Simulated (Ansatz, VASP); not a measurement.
## Two plane-wave programs on ZnCu

The input INCAR:

```
PREC = Accurate ; ENCUT = 520
EDIFF = 1E-7 ; ISMEAR = 0
SIGMA = 0.1 ; LREAL = F
LASPH = T ; NELM = 80
ALGO = Fast ; ISIF = 2
LWAVE = F ; LCHARG = F
GGA = PE ; NBANDS = 18
```

Contents of KPOINTS:

```
regular mesh
0
Gamma
  12 12 12
```

POSCAR

```
ZnCu
1.0
    3.0589126000     -0.0773357000      0.0883500000
   -0.0773357000      2.9963313500     -0.0039168500
    0.0883500000     -0.0039168500      3.0598844500
Zn Cu
1 1
Direct
    0.4958471986      0.4985704584      0.4908081494
    0.0041528014      0.0014295416      0.0091918506
```

Input for Ansatz:

```yaml
crystal:
  lattice:
    - [3.0589126, -0.0773357, 0.08835]
    - [-0.0773357, 2.99633135, -0.00391685]
    - [0.08835, -0.00391685, 3.05988445]
  atoms:
    - { symbol: Zn, position: [0.4958471986, 0.4985704584, 0.4908081494] }
    - { symbol: Cu, position: [0.0041528014, 0.0014295416, 0.0091918506] }
basis:
  ecutwfc: 420
kpoints:
  mp_grid: { grid: [12, 12, 12] }
hamiltonian:
  xc: pbe
scf:
  occupations: { method: gaussian, width: 0.1 }
output:
  forces: true
  stress: true
  eigenvalues: true
```

Change from the starting cell: all atoms moved at random, cell strained at random.

Alike in both runs: task single point; functional PBE; k mesh 12 × 12 × 12; occupations gaussian, width 0.1 eV; no spin polarisation.

|  | VASP | Ansatz |
| --- | --- | --- |
| version | VASP 6.6.1 | Ansatz 0.2.0 |
| potentials or method | VASP PAW PBE potentials, release 64 (Zn, Cu), cutoff 520 eV | scalar-relativistic, plane waves, PAW |
| valence electrons in the cell | 23 | 31 |

Ansatz gave:

- gap on the k mesh at the Fermi level (eV): none
- pressure (GPa): -6.1
- traceless stress, the component that is largest in VASP (GPa): -3.51
- rms of the force components (eV/Å): 0.097

Q: Estimate VASP's values.

A: gap on the k mesh at the Fermi level (eV): none; pressure (GPa): -5.6; traceless stress, the component that is largest in VASP (GPa): -3.55; rms of the force components (eV/Å): 0.099.

Atom by atom the forces differ by 0.001 eV/Å (rms over components). A gap of «none» marks a metal or a gap that the smearing closes. VASP's potentials hold 23 valence electrons a cell and Ansatz's 31, so a difference there can come from the potentials and not from the codes.
